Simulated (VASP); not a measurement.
Si, 2 atoms in the cell. Symmetry: Fddd, No. 70, orthorhombic system. The conventional cell has a = 4.902 Å, b = 5.213 Å, c = 6.090 Å, α = 90.00°, β = 90.00°, γ = 90.00°. Within 3.1 Å of Si (site symmetry 222) lie 4 Si at 2.35 Å.  This cell differs from its parent crystal: strain +e along x and -e along y -0.1100, strain +e along z and -e/2 along x and y -0.0350.

- Program: VASP 6.6.1
- Task: single point
- Functional: LDA
- Potentials or basis: VASP PAW LDA potentials, release 64 (Si)
- Cutoff: 520 eV
- k mesh: 12 × 12 × 12
- Occupations: gaussian, width 0.05 eV
- Spin: no spin polarisation
- Dipole correction: no
- Further INCAR settings: ALGO = Normal; EDIFF = 1e-06; NBANDS = 11

Potentials or basis: VASP PAW LDA potentials, release 64 (Si).

The run is started by

```sh
$ cat potpaw_LDA.64/Si/POTCAR > POTCAR
$ mpirun -np 1 vasp_std > vasp.out
```

Hardware: 1 thread of Intel(R) Xeon(R) 6975P-C (Granite Rapids), with other jobs on the host.

Q: Estimate the wall time of this run.

A: Run time: 50 s on 1 thread of Intel(R) Xeon(R) 6975P-C (Granite Rapids), with other jobs on the host, peak memory 0.2 GiB. Counts: scf iterations 11, k points 280.
